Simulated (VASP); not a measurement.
# O (Pm-3m) in VASP: a series of runs

O is run at these levels: PBEsol; tasks: single point.

All numbers are computed with VASP 6.6.1; they aren't measurements. Logs are shortened: lines on timing, memory, paths and dates and some standing lists are left out, and cuts for length are marked.

## 1. The cell of the first run

The structure is cubic, space group Pm-3m (No. 221). The conventional cell has a = 1.607 Å, b = 1.607 Å, c = 1.607 Å, α = 90.00°, β = 90.00°, γ = 90.00°. O (site symmetry m-3m) has 6 O at 1.61 Å within 2.1 Å.

## 2. Single point, PBEsol (volume scaled by 0.55)

INCAR reads:

```
SYSTEM = O
  PREC = Accurate
  ENCUT = 600
  EDIFF = 1E-6
  ISMEAR = -1
  SIGMA = 0.05
  LREAL = .False.
  LASPH = .True.
  NELM = 120
  ALGO = Normal
  ISIF = 2
  LWAVE = .False.
  LCHARG = .False.
  GGA = PS
  NBANDS = 9
  GGA_COMPAT = .False.
```

KPOINTS reads:

```
regular mesh
0
Gamma
  16 16 16
  0 0 0
```

POSCAR reads:

```
O
1.0
    1.6073948293      0.0000000000      0.0000000000
    0.0000000000      1.6073948293      0.0000000000
    0.0000000000      0.0000000000      1.6073948293
O
1
Direct
    0.0000000000      0.0000000000      0.0000000000
```

Potentials or basis: VASP PAW PBE potentials, release 64 (O).

Launch:

```bash
$ cat potpaw_PBE.64/O/POTCAR > POTCAR
$ mpirun -np 1 vasp_std > vasp.out
```

OUTCAR:

```text
SYSTEM = O
   PREC = Accurate
   ENCUT = 600
   EDIFF = 1E-6
   ISMEAR = -1
   LREAL = .False.
   LASPH = .True.
   NELM = 120
   ISIF = 2
   GGA = PS

 ion  position               nearest neighbor table
   1  0.000  0.000  0.000-

  LATTYP: Found a simple cubic cell.
 ALAT       =     1.6073948293

  Lattice vectors:

 A1 = (   1.6073948293,   0.0000000000,   0.0000000000)
 A2 = (   0.0000000000,   1.6073948293,   0.0000000000)
 A3 = (   0.0000000000,   0.0000000000,   1.6073948293)

Analysis of symmetry for initial positions (statically):
=====================================================================
 Subroutine PRICEL returns:
 Original cell was already a primitive cell.

 Routine SETGRP: Setting up the symmetry group for a
 simple cubic supercell.

 Subroutine GETGRP returns: Found 48 space group operations
 (whereof 48 operations were pure point group operations)
 out of a pool of 48 trial point group operations.

The static configuration has the point symmetry O_h .

Analysis of symmetry for dynamics (positions and initial velocities):
=====================================================================
 Subroutine PRICEL returns:
 Original cell was already a primitive cell.

 Routine SETGRP: Setting up the symmetry group for a
 simple cubic supercell.

 Subroutine GETGRP returns: Found 48 space group operations
 (whereof 48 operations were pure point group operations)
 out of a pool of 48 trial point group operations.

The dynamic configuration has the point symmetry O_h .

 Subroutine INISYM returns: Found 48 space group operations
 (whereof 48 operations are pure point group operations),
 and found     1 'primitive' translations

----------------------------------------------------------------------------------------

                                     Primitive cell

  volume of cell :       4.1531

  direct lattice vectors                    reciprocal lattice vectors
     1.607394829  0.000000000  0.000000000     0.622124684  0.000000000  0.000000000
     0.000000000  1.607394829  0.000000000     0.000000000  0.622124684  0.000000000
     0.000000000  0.000000000  1.607394829     0.000000000  0.000000000  0.622124684

  length of vectors
[... 79 lines left out ...]
   NELM   =    120;   NELMIN=  2; NELMDL= -5     # of ELM steps
   EDIFF  = 0.1E-05   stopping-criterion for ELM
   LREAL  =      F    real-space projection
   EDIFFG = 0.1E-04   stopping-criterion for IOM
   NSW    =      0    number of steps for IOM
   IBRION =     -1    ionic relax: 0-MD 1-quasi-New 2-CG
   NFREE  =      0    steps in history (QN), initial steepest desc. (CG)
   ISIF   =      2    stress and relaxation
   ISYM   =      2    0-nonsym 1-usesym 2-fastsym
   POTIM  = 0.5000    time-step for ionic-motion
   TEBEG  =    0.0;   TEEND  =   0.0 temperature during run
   PSTRESS=    0.0 pullay stress
   NELECT =       6.0000    total number of electrons
   NUPDOWN=      -1.0000    fix difference up-down
   EMIN   =  10.00;   EMAX   =-10.00  energy-range for DOS
   EFERMI =   0.00;   METHOD = LEGACY
   ISMEAR =    -1;   SIGMA  =   0.05  broadening in eV -4-tet -1-fermi 0-gaus
   EFERMI_NEDOS =   21; number of points for ismear=-14 and -15
   IALGO  =     38    algorithm
   IMIX   =      4    mixing-type and parameters
     AMIX     =   0.40;   BMIX     =  1.00
     AMIX_MAG =   1.60;   BMIX_MAG =  1.00
  volume/ion in A,a.u.               =       4.15        28.03
  Fermi-wavevector in a.u.,A,eV,Ry     =   1.850700  3.497316 46.601183  3.425090
  Thomas-Fermi vector in A             =   2.900827
   LORBIT       =      0    0 simple, 1 ext, 2 COOP (PROOUT), +10 PAW based schemes
   GGA     = PS    functional components
   LHFCALC =     F    Hartree Fock is set to
   AEXX    =    0.0000 exact exchange contribution
   IVDW    =     0    specifies the selected vdW correction
   LEPSILON=     F    determine dielectric tensor
   LRPA    =     F    only Hartree local field effects (RPA)
 non-spin polarized calculation
  energy-cutoff  :      600.00
  volume of cell :        4.15
 maximum number of plane-waves:       150
 NGX is ok and might be reduce to    14
   NGX =  7   NGY =  7   NGZ =  7

 number of electron       5.9999996 magnetization

 Free energy of the ion-electron system (eV)
  ---------------------------------------------------
  ext. energy  EPLUGINS =         0.00000000
  ---------------------------------------------------
  free energy    TOTEN  =        -0.77542115 eV

  energy without entropy =       -0.77259899  energy(sigma->0) =       -0.77401007

 E-fermi :  15.0456     XC(G=0): -16.1741

 val. band max:       15.0159724852   @ k =   0.5000   0.3750   0.2500
 cond. band min:      15.0534032537   @ k =   0.2500   0.1250   0.0625
 fundamental gap:      0.0374307685
 Fermi energy:        15.0455579055

 k-point     1 :       0.0000    0.0000    0.0000
  band No.  band energies     occupation
      1     -18.9551      2.00000
      2      16.6135      0.00000
      3      16.6135      0.00000
      4      16.6135      0.00000
      5      40.9825      0.00000
      6      45.7211      0.00000
      7      45.7211      0.00000
      8      77.2050      0.00000
      9      77.2050      0.00000
[... 265 lines left out ...]
 k-point    24 :       0.5000    0.1250    0.0000
  band No.  band energies     occupation
      1      -9.5638      2.00000
      2      -3.0177      2.00000
      3      16.8172      0.00000
      4      19.4308      0.00000
      5      40.5338      0.00000
      6      55.1097      0.00000
      7      57.7685      0.00000
      8      57.7695      0.00000
      9      63.3244      0.00000

 [... further k-points ...]

------------------------ aborting loop because EDIFF is reached ----------------------------------------

  FORCE on cell =-STRESS in cart. coord.  units (eV):
  Direction    XX          YY          ZZ          XY          YZ          ZX
  --------------------------------------------------------------------------------------
  -------------------------------------------------------------------------------------
  Total       11.0606510     11.0606510     11.0606510     -0.0000000     -0.0000000      0.0000000
  in kB     4267.0090966   4267.0090966   4267.0090966     -0.0000000     -0.0000000      0.0000000
  external PRESSURE =    4267.0090966 kB  Pullay stress =       0.0000000 kB

 VOLUME and BASIS-vectors are now :
 -----------------------------------------------------------------------------
  energy-cutoff  :      600.00
  volume of cell :        4.15
      direct lattice vectors                 reciprocal lattice vectors
     1.607394829  0.000000000  0.000000000     0.622124684  0.000000000  0.000000000
     0.000000000  1.607394829  0.000000000     0.000000000  0.622124684  0.000000000
     0.000000000  0.000000000  1.607394829     0.000000000  0.000000000  0.622124684

 POSITION                                       TOTAL-FORCE (eV/Angst)
 -----------------------------------------------------------------------------------
      0.00000      0.00000      0.00000         0.000000      0.000000      0.000000
 -----------------------------------------------------------------------------------
    total drift:                               -0.000000     -0.000000     -0.000000

  FREE ENERGIE OF THE ION-ELECTRON SYSTEM (eV)
  ---------------------------------------------------
  free  energy   TOTEN  =        -0.7754211520 eV

  energy  without entropy=       -0.7725989909  energy(sigma->0) =       -0.77401007
```

Wall time 4.1 s (1 thread of Intel Xeon 6455B, shared host); peak memory 0.11 GiB.

Results:

```
Free energy            : -0.7754 eV
Pressure               : 426.7 GPa
Band gap on the k mesh : zero (band 3 reaches 19.15 eV, above the bottom of band 4 at 6.79 eV)
```

Caveat: the PAW data sets were made with another functional, which shifts forces and pressure a little.

## 3. Single point, PBEsol (volume scaled by 0.55)

INCAR reads:

```
  ALGO = Normal
  EDIFF = 1E-6
  ENCUT = 600
  GGA = PS
  GGA_COMPAT = False
  ISIF = 2
  ISMEAR = -1
  LASPH = True
  LCHARG = True
  LELF = True
  LREAL = False
  LVHAR = True
  LWAVE = False
  NBANDS = 9
  NELM = 120
  PREC = Accurate
  SIGMA = 0.05
```

KPOINTS reads:

```
k-points
0
Gamma
  16 16 16
```

POSCAR is that of step 2.

Potentials or basis: VASP PAW PBE potentials, release 64 (O).

Launch:

```bash
$ cat potpaw_PBE.64/O/POTCAR > POTCAR
$ mpirun -np 1 vasp_std > vasp.out
```

OUTCAR:

```text
EDIFF = 1E-6
   ENCUT = 600
   GGA = PS
   ISIF = 2
   ISMEAR = -1
   LASPH = True
   LREAL = False
   NELM = 120
   PREC = Accurate

 ion  position               nearest neighbor table
   1  0.000  0.000  0.000-

  LATTYP: Found a simple cubic cell.
 ALAT       =     1.6073948293

  Lattice vectors:

 A1 = (   1.6073948293,   0.0000000000,   0.0000000000)
 A2 = (   0.0000000000,   1.6073948293,   0.0000000000)
 A3 = (   0.0000000000,   0.0000000000,   1.6073948293)

Analysis of symmetry for initial positions (statically):
=====================================================================
 Subroutine PRICEL returns:
 Original cell was already a primitive cell.

 Routine SETGRP: Setting up the symmetry group for a
 simple cubic supercell.

 Subroutine GETGRP returns: Found 48 space group operations
 (whereof 48 operations were pure point group operations)
 out of a pool of 48 trial point group operations.

The static configuration has the point symmetry O_h .

Analysis of symmetry for dynamics (positions and initial velocities):
=====================================================================
[... 162 lines left out ...]

 k-point     1 :       0.0000    0.0000    0.0000
  band No.  band energies     occupation
      1     -18.9551      2.00000
      2      16.6135      0.00000
      3      16.6135      0.00000
      4      16.6135      0.00000
      5      40.9825      0.00000
      6      45.7211      0.00000
      7      45.7211      0.00000
      8      77.2050      0.00000
      9      77.2050      0.00000
[... 265 lines left out ...]
 k-point    24 :       0.5000    0.1250    0.0000
  band No.  band energies     occupation
      1      -9.5638      2.00000
      2      -3.0177      2.00000
      3      16.8172      0.00000
      4      19.4308      0.00000
      5      40.5338      0.00000
      6      55.1097      0.00000
      7      57.7685      0.00000
      8      57.7695      0.00000
      9      63.3244      0.00000

 [... further k-points ...]

------------------------ aborting loop because EDIFF is reached ----------------------------------------

  FORCE on cell =-STRESS in cart. coord.  units (eV):
  Direction    XX          YY          ZZ          XY          YZ          ZX
  --------------------------------------------------------------------------------------
  -------------------------------------------------------------------------------------
  Total       11.0606510     11.0606510     11.0606510     -0.0000000     -0.0000000      0.0000000
  in kB     4267.0090966   4267.0090966   4267.0090966     -0.0000000     -0.0000000      0.0000000
  external PRESSURE =    4267.0090966 kB  Pullay stress =       0.0000000 kB

 VOLUME and BASIS-vectors are now :
 -----------------------------------------------------------------------------
  energy-cutoff  :      600.00
  volume of cell :        4.15
      direct lattice vectors                 reciprocal lattice vectors
     1.607394829  0.000000000  0.000000000     0.622124684  0.000000000  0.000000000
     0.000000000  1.607394829  0.000000000     0.000000000  0.622124684  0.000000000
     0.000000000  0.000000000  1.607394829     0.000000000  0.000000000  0.622124684

 POSITION                                       TOTAL-FORCE (eV/Angst)
 -----------------------------------------------------------------------------------
      0.00000      0.00000      0.00000         0.000000      0.000000      0.000000
 -----------------------------------------------------------------------------------
    total drift:                               -0.000000     -0.000000     -0.000000

  FREE ENERGIE OF THE ION-ELECTRON SYSTEM (eV)
  ---------------------------------------------------
  free  energy   TOTEN  =        -0.7754211520 eV

  energy  without entropy=       -0.7725989909  energy(sigma->0) =       -0.77401007
```

It took 4.3 s on 1 thread of Intel Xeon 6455B, shared host; peak memory 0.11 GiB.

Results:

- Free energy: -0.7754 eV
- Pressure: 426.7 GPa
- Band gap on the k mesh: zero (band 3 reaches 19.15 eV, above the bottom of band 4 at 6.79 eV)

Levels at points of the mesh, in eV from the Fermi level:
```tsv
k point	band 1	band 2	band 3	band 4	band 5	band 6	band 7
(0.00, 0.00, 0.00)	-34.00	1.57	1.57	1.57	25.94	30.68	30.68
(0.50, 0.00, 0.00)	-25.25	-18.71	4.11	4.11	28.52	39.59	40.12
(0.50, 0.50, 0.00)	-16.94	-12.80	-12.80	6.16	9.38	43.63	43.63
(0.50, 0.50, 0.50)	-8.84	-8.25	-8.25	-8.25	20.81	20.81	20.81
```

Caveat: the PAW data sets were made with another functional, which shifts forces and pressure a little.
